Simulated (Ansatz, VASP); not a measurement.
**One calculation of WO, two programs**

```xyz
2
Lattice="0.0000 2.3803 2.3803 2.3803 0.0000 2.3803 2.3803 2.3803 0.0000" Properties=species:S:1:pos:R:3 pbc="T T T"
W     0.0000    0.0000    0.0000
O     1.1901    1.1901    1.1901
```

Alike in both runs: task single point; functional PBE; k mesh 10 × 10 × 10; occupations gaussian, width 0.02 eV; no spin polarisation; Hubbard terms W d U = 6.2 eV.

```csv
,VASP,Ansatz
version,VASP 6.6.1,Ansatz 0.2.0
potentials or method,"VASP PAW PBE potentials, release 64 (W_sv, O), cutoff 520 eV","scalar-relativistic, plane waves, PAW"
valence electrons in the cell,20,20
```

```tsv
	VASP	Ansatz	Ansatz less VASP
gap on the k mesh at the Fermi level (eV)	none	none	-
pressure (GPa)	0.6	19.3	+18.66
```

The programs project onto different local orbitals, so the same U acts differently, and such runs can settle in different states. A gap of «none» marks a metal or a gap that the smearing closes. Ansatz's warnings: filled band counts differ across k points.

Spin-orbit coupling is off throughout.
